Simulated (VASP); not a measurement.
A run of VASP 6.6.1:

File INCAR:

```
PREC = Accurate ; ENCUT = 600
EDIFF = 1E-7 ; ISMEAR = -1
SIGMA = 0.08 ; LREAL = False
LASPH = True ; NELM = 60
ALGO = Normal ; ISIF = 3
LWAVE = False ; LCHARG = False
GGA = PE ; IBRION = 2
NSW = 60 ; EDIFFG = -0.005
PSTRESS = 1800.0
```

KPOINTS

```
Automatic mesh
0
Gamma
  13 13 4
```

POSCAR

```
Sn
1.0
    2.6894646189      0.0000000000      0.0000000000
   -1.3447323095      2.3291446826      0.0000000000
    0.0000000000      0.0000000000      8.7407600115
Sn
4
Direct
    0.0000000000      0.0000000000      0.0000000000
    0.0000000000      0.0000000000      0.5000000000
    0.3333333333      0.6666666667      0.2500000000
    0.6666666667      0.3333333333      0.7500000000
```

Potentials or basis: VASP PAW PBE potentials, release 64 (Sn_d).

The run is started by

```sh
$ cat potpaw_PBE.64/Sn_d/POTCAR > POTCAR
$ mpirun -np 1 vasp_std > vasp.out
```

Hardware: 1 thread of Oxide Virtual Turin-like Processor, on a shared host.

Question: Estimate the wall time of this run.

Answer: It took 8.5 min on 1 thread of Oxide Virtual Turin-like Processor, with other jobs on the host, peak memory 0.23 GiB. Counts: scf iterations 51, k points 63, ion steps 5.
